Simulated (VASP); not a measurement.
Set up this calculation in VASP 6.6.1, as the native input.

```
Task                   : single point
Functional             : PBE
Potentials or basis    : VASP PAW PBE potentials, release 64 (O, H, S)
Cutoff                 : 520 eV
k mesh                 : 1 × 1 × 1
Occupations            : fermi-dirac, width 0.02 eV
Spin                   : no spin polarisation
Dipole correction      : no
Further INCAR settings : LREAL = Auto; ALGO = Normal; EDIFF = 1e-06; NBANDS = 102
```

The structure of H2SO3 lies in POSCAR:

```
H2SO3
1.0
    9.3262990000      0.0000000000      0.0000000000
    0.0000000000      9.3262990000      0.0000000000
    0.0000000000      0.0000000000      9.3262990000
O H S
18 12 6
Direct
    0.3121066567      0.0465243501      0.1340617538
    0.2787815402      0.1244652354      0.7177123530
    0.7641616465      0.6858669232      0.7541469558
    0.7351254769      0.4167569579      0.5266933861
    0.9586439380      0.7757096357      0.3805260801
    0.5697651341      0.5276047873      0.0365418265
    0.2577120892      0.8115545084      0.6594791782
    0.4836752500      0.8794056463      0.8021188255
    0.0474357513      0.5046481997      0.8022260492
   -0.0780802760      0.4158455567      1.0089103941
    0.3800435736      0.7106248684      0.1160267326
    0.2539270937      0.4625092976      0.1267705442
    0.8984378476      0.2534660319      0.3495813291
    1.0211767819      0.1186858796      0.1624974709
    0.4799653110      0.2475472854     -0.0806429217
    0.5832645940      0.2900936374      0.1584336938
    0.5906951943      0.1149223288      0.4094550261
    0.6393104060     -0.1112445569      0.5625168140
    0.3417003894     -0.0285429408      0.2109089576
    0.2211488180      0.0756141316      0.1722333800
    0.1939890625      0.1922413167      0.7304612473
    0.3332618866      0.1257197523      0.8034269543
    0.6613877595      0.6895661398      0.6950452693
    0.7889088694      0.5858808516      0.7518523693
    0.7737796097      0.3702647749      0.4389522575
    0.6368657063      0.3831637823      0.5039726906
    1.0192789230      0.8104501046      0.4510149203
    0.8665602507      0.7253681230      0.4149341556
    0.5659050820      0.6319655846     -0.0016083550
    0.5427769365      0.4781853981     -0.0420852902
    0.3968026331      0.7693941616      0.7255504032
    0.0538691715      0.4425549728      0.9414238167
    0.3748217809      0.5583350909      0.1600634936
    0.9003035395      0.1225888211      0.2722408964
    0.5254388692      0.1909010209      0.0632512425
    0.5749762044      0.0417636192      0.5490816882
```

One way to write it, as run:

INCAR

```
SYSTEM = H2SO3
PREC     = Accurate       ! precision mode
ENCUT    = 520            ! plane-wave cutoff, eV
EDIFF    = 1E-6           ! SCF threshold, eV
ISMEAR   = -1             ! smearing method
SIGMA    = 0.02           ! smearing width, eV
LREAL    = Auto         
LASPH    = .TRUE.         ! aspherical terms in the spheres
NELM     = 60             ! most SCF steps
ALGO     = Normal         ! electronic algorithm
ISIF     = 2              ! what is computed and relaxed
LWAVE    = .FALSE.        ! write WAVECAR
LCHARG   = .TRUE.         ! write CHGCAR
GGA      = PE             ! functional
LELF     = .TRUE.         ! ELF
LVHAR    = .TRUE.       
NBANDS   = 102            ! bands
```

KPOINTS

```
regular mesh
0
G
  1 1 1
  0 0 0
```

Potentials or basis: VASP PAW PBE potentials, release 64 (O, H, S).

Launch:

```sh
$ cat potpaw_PBE.64/O/POTCAR potpaw_PBE.64/H/POTCAR potpaw_PBE.64/S/POTCAR > POTCAR
$ mpirun -np 1 vasp_gam > vasp.out
```

Results of the run:

```json
{"Pressure": "0.0 GPa", "Largest force": "5.548 eV/Å", "Band gap on the k mesh": "1.22 eV"}
```

Caveat: the k points lie up to 0.67 Å⁻¹ apart.

Wall time 2.2 min on 1 thread of Intel(R) Xeon(R) Platinum 8488C (Sapphire Rapids), on a shared host, peak memory 0.69 GiB.
